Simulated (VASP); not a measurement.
Input of a VASP 6.6.1 run:

File INCAR:

```
ALGO = Fast
EDIFF = 1E-7
ENCUT = 520
GGA = PE
ISIF = 2
ISMEAR = 0
ISPIN = 2
LASPH = True
LCHARG = False
LMAXMIX = 4
LORBIT = 11
LREAL = False
LWAVE = False
MAGMOM = 0.78
NBANDS = 15
NELM = 150
PREC = Accurate
SIGMA = 0.1
```

Contents of KPOINTS:

```
k-points
0
Gamma
  8 8 8
```

File POSCAR:

```
Ni
1.0
    2.3319833332      0.0000000000      0.0000000000
    0.0000000000      2.3319833332      0.0000000000
    0.0000000000      0.0000000000      2.3347851821
Ni
1
Direct
    0.0000000000      0.0000000000      0.0000000000
```

Potentials or basis: VASP PAW PBE potentials, release 64 (Ni).

Run with:

```bash
$ cat potpaw_PBE.64/Ni/POTCAR > POTCAR
$ mpirun -np 1 vasp_std > vasp.out
```

Problem. What does it give for the pressure?

Solution. 0.1 GPa.

Problem. Estimate the site moments.

Solution. Ni +0.70 μB.

Problem. Estimate the net moment.

Solution. 0.70 μB per cell.

Stress tensor (GPa, compression positive):
```
 0.20  0.00  0.00
 0.00  0.20  0.00
 0.00  0.00 -0.19
```
